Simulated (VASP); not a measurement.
Wanted: the native input for a VASP 6.6.1 run.

```
Task                   : single point
Functional             : PBEsol
Potentials or basis    : VASP PAW PBE potentials, release 64 (Ca_sv)
Cutoff                 : 520 eV
k mesh                 : 4 × 4 × 4
Occupations            : methfessel-paxton, width 0.05 eV
Spin                   : no spin polarisation
Dipole correction      : no
Further INCAR settings : ALGO = Normal; EDIFF = 1e-06; NBANDS = 28
```

The structure of Ca lies in POSCAR:

```
Ca
1.0
    5.4677071121      0.0000000000      0.0000000000
    0.0000000000      5.4677071121      0.0000000000
    0.0000000000      0.0000000000      5.4677071121
Ca
4
Direct
    0.0000000000      0.0000000000      0.0000000000
    0.0000000000      0.5000000000      0.5000000000
    0.5000000000      0.0000000000      0.5000000000
    0.5000000000      0.5000000000      0.0000000000
```

One way to write it, as run:

INCAR

```
SYSTEM = Ca
PREC = Accurate
ENCUT = 520
EDIFF = 1E-6
ISMEAR = 1
SIGMA = 0.05
LREAL = .FALSE.
LASPH = .TRUE.
NELM = 100
ALGO = Normal
ISIF = 2
LWAVE = .FALSE.
LCHARG = .FALSE.
GGA = PS
NBANDS = 28
```

KPOINTS

```
regular mesh
0
G
  4 4 4
  0 0 0
```

Potentials or basis: VASP PAW PBE potentials, release 64 (Ca_sv).

The run is started by

```bash
$ cat potpaw_PBE.64/Ca_sv/POTCAR > POTCAR
$ mpirun -np 1 vasp_std > vasp.out
```

It gave:

- Pressure: 0.1 GPa
- Band gap on the k mesh: zero (band 20 reaches 2.19 eV, above the bottom of band 21 at 1.88 eV)

Caveat: the PAW data sets were made with another functional, which shifts forces and pressure a little.

Wall time 50 s on 1 thread of Intel(R) Xeon(R) Platinum 8375C CPU @ 2.90GHz (Ice Lake) (shared host), peak memory 0.25 GiB.
